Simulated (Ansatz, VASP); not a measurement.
# One calculation of TiSi2, two programs

INCAR

```
SYSTEM = TiSi2
PREC = Accurate ; ENCUT = 520
EDIFF = 1E-6 ; ISMEAR = 0
SIGMA = 0.15 ; LREAL = .FALSE.
LASPH = .TRUE. ; NELM = 100
ALGO = Normal ; ISIF = 2
LWAVE = .FALSE. ; LCHARG = .FALSE.
NBANDS = 17
```

KPOINTS

```
Automatic mesh
0
G
  18 18 18
  0 0 0
```

POSCAR

```
TiSi2
1.0
   -1.4277517468      1.6546906668      4.0625611948
    1.4277517468     -1.6546906668      4.0625611948
    1.4277517468      1.6546906668     -4.0625611948
Ti Si
1 2
Direct
    0.0000000000      0.0000000000      0.0000000000
    0.3490558154      0.3490558154      0.0000000000
    0.6509441846      0.6509441846      0.0000000000
```

Input for Ansatz:

```yaml
crystal:
  lattice:
    - [-1.4277517468, 1.6546906668, 4.0625611948]
    - [1.4277517468, -1.6546906668, 4.0625611948]
    - [1.4277517468, 1.6546906668, -4.0625611948]
  atoms:
    - { symbol: Ti, position: [0.0, 0.0, 0.0] }
    - { symbol: Si, position: [0.3490558154, 0.3490558154, 0.0] }
    - { symbol: Si, position: [0.6509441846, 0.6509441846, 0.0] }
basis:
  ecutwfc: 520.0
kpoints:
  mp_grid: { grid: [18, 18, 18] }
hamiltonian:
  xc: lda
  pseudopotentials: { kind: paw, azcp: { folder: soft_1 } }
scf:
  occupations: { method: gaussian, width: 0.15 }
output:
  forces: true
  stress: true
  eigenvalues: true
```

Alike in both runs: task single point; functional LDA; k mesh 18 × 18 × 18; occupations gaussian, width 0.15 eV; no spin polarisation.

|  | VASP | Ansatz |
| --- | --- | --- |
| version | VASP 6.6.1 | Ansatz 0.2.0 |
| potentials or method | VASP PAW LDA potentials, release 64 (Ti_sv, Si), cutoff 520 eV | scalar-relativistic, plane waves, PAW |
| valence electrons in the cell | 20 | 20 |

Ansatz gave:

- gap on the k mesh at the Fermi level (eV): none
- pressure (GPa): 14.3
- traceless stress, the component that is largest in VASP (GPa): 3.53
- rms of the force components (eV/Å): 0.928

**Question.** Estimate VASP's values.

**Answer.** gap on the k mesh at the Fermi level (eV): none; pressure (GPa): 14.5; traceless stress, the component that is largest in VASP (GPa): 3.57; rms of the force components (eV/Å): 0.932.

Ansatz warns that its potentials were made for another functional, while VASP's fit it. LDA's correlation is that of Perdew and Zunger in VASP and of Perdew and Wang (1992) in Ansatz. Atom by atom the forces differ by 0.004 eV/Å (rms over components). A gap of «none» marks a metal or a gap that the smearing closes.
